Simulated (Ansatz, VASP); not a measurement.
**One calculation of Ti2RuC3, two programs**

```xyz
12
Lattice="-0.0007 -3.1345 -0.0003 -5.2996 -0.0009 -0.0007 0.1169 -0.0003 -7.2907" Properties=species:S:1:pos:R:3 pbc="T T T"
Ti   -0.3814   -2.3509   -2.4298
Ti   -3.0178   -0.7844   -2.3460
Ti   -4.8013   -0.7849   -4.8618
Ti   -2.1651   -2.3521   -4.9457
Ru   -4.0222   -2.3507   -7.2324
Ru   -1.1625   -0.7852   -0.0599
C    -3.9064   -2.3517   -3.6563
C    -1.2766   -0.7838   -3.6354
C    -0.3724   -2.3516   -6.0591
C    -3.0159   -0.7841   -6.2002
C    -4.8110   -0.7836   -1.2324
C    -2.1678   -2.3514   -1.0917
```

Change from the starting cell: cell x1, atoms moved at random (sigma 0.1 Å) and cell strained at random (1.5 %), then relaxed without symmetry.

Alike in both runs: functional PBE; k mesh 8 × 4 × 4; occupations gaussian, width 0.2 eV; no spin polarisation.

Ansatz relaxed the structure, and its values are those at the end. VASP's run is a single point on that final structure, the one shown.

```csv
,VASP,Ansatz
version,VASP 6.6.1,Ansatz 0.2.0
potentials or method,"VASP PAW PBE potentials, release 64 (Ti_sv, Ru_pv, C), cutoff 520 eV","scalar-relativistic, plane waves, PAW"
valence electrons in the cell,100,104
```

Ansatz gave:

```
gap on the k mesh at the Fermi level (eV) : none
pressure (GPa)                            : 0.0
rms of the force components (eV/Å)        : 0.006
```

Q: Estimate VASP's values.

A: gap on the k mesh at the Fermi level (eV): none; pressure (GPa): 0.2; rms of the force components (eV/Å): 0.009.

A gap of «none» marks a metal or a gap that the smearing closes. With one functional, cell and mesh, what is left measures potentials, basis and numerics. VASP's potentials hold 100 valence electrons a cell and Ansatz's 104, so a difference there can come from the potentials and not from the codes.
